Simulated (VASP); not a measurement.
Write the native input for VASP 6.6.1 that does the following.

* Task: relaxation of cell and atoms
* Functional: PBEsol
* Potentials or basis: VASP PAW PBE potentials, release 64 (Sc_sv, Al)
* Cutoff: 600 eV
* k mesh: 12 × 12 × 12
* Occupations: fermi-dirac, width 0.15 eV
* Spin: no spin polarisation
* Dipole correction: no
* Further INCAR settings: ALGO = Normal; EDIFF = 1e-06; IBRION = 2; EDIFFG = -0.001; NSW = 80; ISIF = 3

The structure of ScAl lies in POSCAR:

```
ScAl
1.0
    3.3478901151      0.0000000000      0.0000000000
    0.0000000000      3.3478901151      0.0000000000
    0.0000000000      0.0000000000      3.3478901151
Sc Al
1 1
Direct
    0.5000000000      0.5000000000      0.5000000000
    0.0000000000      0.0000000000      0.0000000000
```

These files were run (other wordings do the same):

INCAR

```
SYSTEM = ScAl
PREC = Accurate ; ENCUT = 600
EDIFF = 1E-6 ; ISMEAR = -1
SIGMA = 0.15 ; LREAL = .False.
LASPH = .True. ; NELM = 60
ALGO = Normal ; ISIF = 3
LWAVE = .False. ; LCHARG = .False.
GGA = PS ; IBRION = 2
NSW = 80 ; EDIFFG = -0.001
```

KPOINTS

```
Automatic mesh
0
Gamma
  12 12 12
  0 0 0
```

Potentials or basis: VASP PAW PBE potentials, release 64 (Sc_sv, Al).

The run is started by

```console
$ cat potpaw_PBE.64/Sc_sv/POTCAR potpaw_PBE.64/Al/POTCAR > POTCAR
$ mpirun -np 1 vasp_std > vasp.out
```

It gave:

| Quantity | Value |
| --- | --- |
| Relaxed volume | 18.80 Å³/atom |
| Relaxed cell | a = 3.350 Å, b = 3.350 Å, c = 3.350 Å, α = 90.00°, β = 90.00°, γ = 90.00° |
| Space group after relaxing (to 0.05 Å) | Pm-3m (No. 221) |
| Energy gained by relaxing | 0.0 meV/atom |
| Ionic steps | 3 |
| Pressure after relaxing | 0.0 GPa |
| Band gap on the k mesh | zero (band 7 reaches 6.45 eV, above the bottom of band 8 at 5.26 eV) |

Caveat: the PAW data sets were made with another functional, which shifts forces and pressure a little.

Wall time 56 s on 1 thread of Intel(R) Xeon(R) Platinum 8259CL CPU @ 2.50GHz (Skylake/Cascade Lake), with other jobs on the host, peak memory 0.19 GiB.
